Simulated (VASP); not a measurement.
# ZnSnP2 (I-42d) in VASP: single point with PBE

Aim: the single point of ZnSnP2 with PBE.

Everything below comes from runs of VASP 6.6.1. Logs are shortened: lines on timing, memory, paths and dates and some standing lists are left out, and cuts for length are marked.

### 1 The cell of the first run

Symmetry: I-42d, No. 122, tetragonal system. The conventional cell has a = 5.650 Å, b = 5.650 Å, c = 11.327 Å, α = 90.00°, β = 90.00°, γ = 90.00°. Zn (site symmetry -4) has 4 P at 2.38 Å within 3.1 Å. Within 3.3 Å of Sn (site symmetry -4) lie 4 P at 2.52 Å. P (site symmetry 2) has 2 Zn at 2.38 Å and 2 Sn at 2.52 Å within 3.1 Å.

### 2 Single point, PBE, non-collinear spin, zero start, spin-orbit coupling

File INCAR:

```
SYSTEM = ZnSnP2
PREC = Accurate
ENCUT = 500
EDIFF = 1E-6
ISMEAR = -1
SIGMA = 0.02
LREAL = .False.
LASPH = .True.
NELM = 200
ALGO = Normal
ISIF = 2
LWAVE = .False.
LCHARG = .False.
LNONCOLLINEAR = .True.
MAGMOM = 0 0 0 0 0 0 0 0 0 0 0 0 0 0 0 0 0 0 0 0 0 0 0 0
LORBIT = 11
LSORBIT = .True.
GGA_COMPAT = .False.
LORBMOM = .True.
GGA = PE
NBANDS = 90
KPAR = 4
```

File KPOINTS:

```
Automatic mesh
0
Gamma
  6 6 6
  0 0 0
```

File POSCAR:

```
ZnSnP2
1.0
   -2.8252091623      2.8252091623      5.6635692240
    2.8252091623     -2.8252091623      5.6635692240
    2.8252091623      2.8252091623     -5.6635692240
Zn Sn P
2 2 4
Direct
    0.7500000000      0.2500000000      0.5000000000
    0.0000000000      0.0000000000      0.0000000000
    0.2500000000      0.7500000000      0.5000000000
    0.5000000000      0.5000000000      0.0000000000
    0.3750000000      0.3532625018      0.4782625018
    0.6467374982      0.1250000000      0.0217374982
    0.1032625018      0.6250000000      0.9782625018
    0.8750000000      0.8967374982      0.5217374982
```

Potentials or basis: VASP PAW PBE potentials, release 64 (Zn, Sn_d, P).

Started as:

```
> cat potpaw_PBE.64/Zn/POTCAR potpaw_PBE.64/Sn_d/POTCAR potpaw_PBE.64/P/POTCAR > POTCAR
> mpirun -np 4 vasp_ncl > vasp.out
```

OUTCAR:

```text
SYSTEM = ZnSnP2
   PREC = Accurate
   ENCUT = 500
   EDIFF = 1E-6
   ISMEAR = -1
   LREAL = .False.
   LASPH = .True.
   NELM = 200
   ISIF = 2
   LNONCOLLINEAR = .True.
   LORBIT = 11
   LSORBIT = .True.
   GGA = PE

 ion  position               nearest neighbor table
   1  0.750  0.250  0.500-   5 2.38   7 2.38   6 2.38   8 2.38
   2  0.000  0.000  0.000-   5 2.38   7 2.38   6 2.38   8 2.38
   3  0.250  0.750  0.500-   6 2.52   5 2.52   8 2.52   7 2.52
   4  0.500  0.500  0.000-   8 2.52   6 2.52   7 2.52   5 2.52
   5  0.375  0.353  0.478-   1 2.38   2 2.38   4 2.52   3 2.52
   6  0.647  0.125  0.022-   1 2.38   2 2.38   4 2.52   3 2.52
   7  0.103  0.625  0.978-   1 2.38   2 2.38   3 2.52   4 2.52
   8  0.875  0.897  0.522-   1 2.38   2 2.38   3 2.52   4 2.52

  LATTYP: Found a body centered tetragonal cell.
 ALAT       =     5.6504183246
 C/A-ratio  =     2.0046548410

  Lattice vectors:

 A1 = (  -2.8252091623,   2.8252091623,   5.6635692240)
 A2 = (   2.8252091623,  -2.8252091623,   5.6635692240)
 A3 = (   2.8252091623,   2.8252091623,  -5.6635692240)

Analysis of symmetry for initial positions (statically):
=====================================================================
 Subroutine PRICEL returns:
 Original cell was already a primitive cell.

 Routine SETGRP: Setting up the symmetry group for a
 body centered tetragonal supercell.

 Subroutine GETGRP returns: Found  8 space group operations
 (whereof  4 operations were pure point group operations)
 out of a pool of 16 trial point group operations.

The static configuration has the point symmetry S_4 .
 The point group associated with its full space group is D_2d.

Analysis of symmetry for dynamics (positions and initial velocities):
=====================================================================
 Subroutine PRICEL returns:
 Original cell was already a primitive cell.

 Routine SETGRP: Setting up the symmetry group for a
 body centered tetragonal supercell.

 Subroutine GETGRP returns: Found  8 space group operations
 (whereof  4 operations were pure point group operations)
 out of a pool of 16 trial point group operations.

The dynamic configuration has the point symmetry S_4 .
 The point group associated with its full space group is D_2d.

Analysis of structural, dynamic, and magnetic symmetry:
=====================================================================
 Subroutine PRICEL returns:
 Original cell was already a primitive cell.

 Routine SETGRP: Setting up the symmetry group for a
 body centered tetragonal supercell.

 Subroutine GETGRP returns: Found  8 space group operations
 (whereof  4 operations were pure point group operations)
 out of a pool of 16 trial point group operations.

The overall configuration has the point symmetry S_4 .
 The point group associated with its full space group is D_2d.

 Subroutine INISYM returns: Found  8 space group operations
 (whereof  4 operations are pure point group operations),
 and found     1 'primitive' translations

----------------------------------------------------------------------------------------

                                     Primitive cell

  volume of cell :     180.8221

  direct lattice vectors                    reciprocal lattice vectors
    -2.825209162  2.825209162  5.663569224     0.000000000  0.176978047  0.088283551
     2.825209162 -2.825209162  5.663569224     0.176978047  0.000000000  0.088283551
     2.825209162  2.825209162 -5.663569224     0.176978047  0.176978047  0.000000000

  length of vectors
     6.931062687  6.931062687  6.931062687     0.197775667  0.197775667  0.250284754

  position of ions in fractional coordinates (direct lattice)
     0.750000000  0.250000000  0.500000000
     0.000000000  0.000000000  0.000000000
     0.250000000  0.750000000  0.500000000
     0.500000000  0.500000000  0.000000000
     0.375000000  0.353262502  0.478262502
     0.646737498  0.125000000  0.021737498
     0.103262502  0.625000000  0.978262502
     0.875000000  0.896737498  0.521737498

  ion indices of the primitive-cell ions
   primitive index   ion index
                 1           1
                 2           2
                 3           3
                 4           4
                 5           5
                 6           6
                 7           7
                 8           8

----------------------------------------------------------------------------------------

 KPOINTS: Automatic mesh

Automatic generation of k-mesh.
 Grid dimensions read from file:
 generate k-points for:    6    6    6

 Generating k-lattice:

  Cartesian coordinates                     Fractional coordinates (reciprocal lattice)
     0.000000000  0.029496341  0.014713925     0.166666667  0.000000000  0.000000000
     0.029496341  0.000000000  0.014713925     0.000000000  0.166666667  0.000000000
     0.029496341  0.029496341  0.000000000     0.000000000  0.000000000  0.166666667

  Length of vectors
     0.032962611  0.032962611  0.041714126

  Shift w.r.t. Gamma in fractional coordinates (k-lattice)
[... 107 lines left out ...]
 fundamental gap:      0.8190882498
 Fermi energy:         5.1196404235

 k-point     1 :       0.0000    0.0000    0.0000
  band No.  band energies     occupation
      1     -17.4703      1.00000
      2     -17.4703      1.00000
      3     -17.4693      1.00000
      4     -17.4693      1.00000
      5     -17.4632      1.00000
      6     -17.4632      1.00000
[... 2077 lines left out ...]
     83       8.2096      0.00000
     84       8.2370      0.00000

 [... further k-points ...]

 [bands above 84 left out]

------------------------ aborting loop because EDIFF is reached ----------------------------------------

  FORCE on cell =-STRESS in cart. coord.  units (eV):
  Direction    XX          YY          ZZ          XY          YZ          ZX
  --------------------------------------------------------------------------------------
  -------------------------------------------------------------------------------------
  Total        2.2230919      2.2230919      2.2102127      0.0000000      0.0000000      0.0000000
  in kB       19.6977482     19.6977482     19.5836316      0.0000000      0.0000000      0.0000000
  external PRESSURE =      19.6597093 kB  Pullay stress =       0.0000000 kB

 VOLUME and BASIS-vectors are now :
 -----------------------------------------------------------------------------
  energy-cutoff  :      500.00
  volume of cell :      180.82
      direct lattice vectors                 reciprocal lattice vectors
    -2.825209162  2.825209162  5.663569224     0.000000000  0.176978047  0.088283551
     2.825209162 -2.825209162  5.663569224     0.176978047  0.000000000  0.088283551
     2.825209162  2.825209162 -5.663569224     0.176978047  0.176978047  0.000000000

 POSITION                                       TOTAL-FORCE (eV/Angst)
 -----------------------------------------------------------------------------------
      0.00000      2.82521      2.83178         0.000000      0.000000     -0.000000
      0.00000      0.00000      0.00000         0.000000     -0.000000     -0.000000
      2.82521      0.00000      2.83178         0.000000      0.000000     -0.000000
      0.00000      0.00000      5.66357         0.000000     -0.000000      0.000000
      1.28978      1.41260      1.41589        -0.061421     -0.000000     -0.000000
     -1.41260      1.53543      4.24768         0.000000      0.061421      0.000000
      4.23781      1.28978     -1.41589         0.000000     -0.061421     -0.000000
      1.53543      1.41260      7.07946         0.061421      0.000000      0.000000
 -----------------------------------------------------------------------------------
    total drift:                                0.000002      0.000002      0.000001

  FREE ENERGIE OF THE ION-ELECTRON SYSTEM (eV)
  ---------------------------------------------------
  free  energy   TOTEN  =       -33.1356234490 eV

  energy  without entropy=      -33.1356234489  energy(sigma->0) =      -33.13562345

 orbital moment (x)

 # of ion     p       d       tot
 ----------------------------------------
  1         0.000  -0.000  -0.000
  2         0.000  -0.000   0.000
  3         0.000   0.000   0.000
  4         0.000   0.000   0.000
  5         0.000   0.000   0.000
  6         0.000   0.000   0.000
  7        -0.000   0.000  -0.000
  8        -0.000   0.000  -0.000
 ----------------------------------------
            0.000  -0.000  -0.000

 orbital moment (y)

 # of ion     p       d       tot
 ----------------------------------------
  1        -0.000   0.000   0.000
  2        -0.000   0.000   0.000
  3        -0.000  -0.000  -0.000
  4        -0.000  -0.000  -0.000
  5         0.000   0.000   0.000
  6         0.000   0.000   0.000
  7        -0.000   0.000  -0.000
  8         0.000   0.000   0.000
 ----------------------------------------
           -0.000   0.000   0.000

 orbital moment (z)

 # of ion     p       d       tot
 ----------------------------------------
  1         0.000   0.000   0.000
  2        -0.000  -0.000  -0.000
  3        -0.000  -0.000  -0.000
  4         0.000   0.000   0.000
  5         0.000   0.000   0.000
  6         0.000   0.000   0.000
  7         0.000   0.000   0.000
  8         0.000   0.000   0.000
 ----------------------------------------
            0.000   0.000   0.000

 Spin-Orbit-Coupling matrix elements

 Ion:    1  E_soc:     -0.0090304
 l=   1
     0.0000000    -0.0004668    -0.0004596
    -0.0004668     0.0000000    -0.0004668
    -0.0004596    -0.0004668     0.0000000
 l=   2
     0.0000000    -0.0002042     0.0000000    -0.0002042    -0.0008328
    -0.0002042     0.0000000    -0.0006298    -0.0002049    -0.0002081
     0.0000000    -0.0006298     0.0000000    -0.0006298     0.0000000
    -0.0002042    -0.0002049    -0.0006298     0.0000000    -0.0002081
    -0.0008328    -0.0002081     0.0000000    -0.0002081     0.0000000
 l=   3
     0.0000000     0.0000000     0.0000000     0.0000000     0.0000000     0.0000000     0.0000000
     0.0000000     0.0000000     0.0000000     0.0000000     0.0000000     0.0000000     0.0000000
     0.0000000     0.0000000     0.0000000     0.0000000     0.0000000     0.0000000     0.0000000
     0.0000000     0.0000000     0.0000000     0.0000000     0.0000000     0.0000000     0.0000000
[... 129 lines left out ...]
 l=   2
     0.0000000     0.0000000     0.0000000     0.0000000     0.0000000
     0.0000000     0.0000000     0.0000000     0.0000000     0.0000000
     0.0000000     0.0000000     0.0000000     0.0000000     0.0000000
     0.0000000     0.0000000     0.0000000     0.0000000     0.0000000
     0.0000000     0.0000000     0.0000000     0.0000000     0.0000000
 l=   3
     0.0000000     0.0000000     0.0000000     0.0000000     0.0000000     0.0000000     0.0000000
     0.0000000     0.0000000     0.0000000     0.0000000     0.0000000     0.0000000     0.0000000
     0.0000000     0.0000000     0.0000000     0.0000000     0.0000000     0.0000000     0.0000000
     0.0000000     0.0000000     0.0000000     0.0000000     0.0000000     0.0000000     0.0000000
     0.0000000     0.0000000     0.0000000     0.0000000     0.0000000     0.0000000     0.0000000
     0.0000000     0.0000000     0.0000000     0.0000000     0.0000000     0.0000000     0.0000000
     0.0000000     0.0000000     0.0000000     0.0000000     0.0000000     0.0000000     0.0000000

 total charge

# of ion       s       p       d       tot
------------------------------------------
    1        0.571   0.532   9.750  10.853
    2        0.571   0.532   9.750  10.853
    3        1.111   1.197  10.049  12.357
    4        1.111   1.197  10.049  12.357
    5        1.039   1.475   0.000   2.515
    6        1.039   1.475   0.000   2.515
    7        1.039   1.475   0.000   2.515
    8        1.039   1.475   0.000   2.515
--------------------------------------------------
tot          7.522   9.360  39.597  56.479

 magnetization (x)

# of ion       s       p       d       tot
------------------------------------------
    1        0.000   0.000   0.000   0.000
    2       -0.000   0.000   0.000   0.000
    3        0.000  -0.000  -0.000  -0.000
    4       -0.000  -0.000   0.000  -0.000
    5       -0.000  -0.000   0.000  -0.000
    6       -0.000   0.000   0.000  -0.000
    7        0.000  -0.000   0.000  -0.000
    8        0.000   0.000   0.000   0.000
--------------------------------------------------
tot         -0.000  -0.000   0.000   0.000

 magnetization (y)

# of ion       s       p       d       tot
------------------------------------------
    1        0.000   0.000  -0.000   0.000
    2        0.000   0.000  -0.000  -0.000
    3        0.000  -0.000   0.000  -0.000
    4        0.000   0.000   0.000   0.000
    5        0.000   0.000   0.000   0.000
    6       -0.000  -0.000   0.000  -0.000
    7        0.000   0.000   0.000   0.000
    8        0.000   0.000   0.000   0.000
--------------------------------------------------
tot          0.000   0.000  -0.000   0.000

 magnetization (z)

# of ion       s       p       d       tot
------------------------------------------
    1       -0.000  -0.000  -0.000  -0.000
    2        0.000   0.000   0.000   0.000
    3        0.000   0.000   0.000   0.000
    4       -0.000  -0.000  -0.000  -0.000
    5       -0.000   0.000   0.000   0.000
    6       -0.000  -0.000   0.000  -0.000
    7        0.000  -0.000   0.000   0.000
    8        0.000   0.000   0.000   0.000
--------------------------------------------------
tot         -0.000   0.000   0.000   0.000
```

Wall time 7.8 min (4 MPI ranks of Intel Xeon 6975P-C (Granite Rapids), shared host); peak memory 1.6 GiB.

What came out:

* Free energy: -33.1356 eV
* Pressure: 2.0 GPa
* Largest force: 0.061 eV/Å
* Net moment: 0.00 μB per cell
* Valence electrons inside the program's atomic spheres: Zn 10.85; Sn 12.36; P 2.52

Forces in eV/Å, atoms in the order of the input:
```
Zn   0.000  0.000  0.000
Zn   0.000  0.000  0.000
Sn   0.000  0.000  0.000
Sn   0.000  0.000  0.000
P   -0.061  0.000  0.000
P    0.000  0.061  0.000
P    0.000 -0.061  0.000
P    0.061  0.000  0.000
```

Moments on the atoms (μB; x, y, z):
```
Zn  0.00 0.00 0.00
Zn  0.00 0.00 0.00
Sn  0.00 0.00 0.00
Sn  0.00 0.00 0.00
P   0.00 0.00 0.00
P   0.00 0.00 0.00
P   0.00 0.00 0.00
P   0.00 0.00 0.00
```
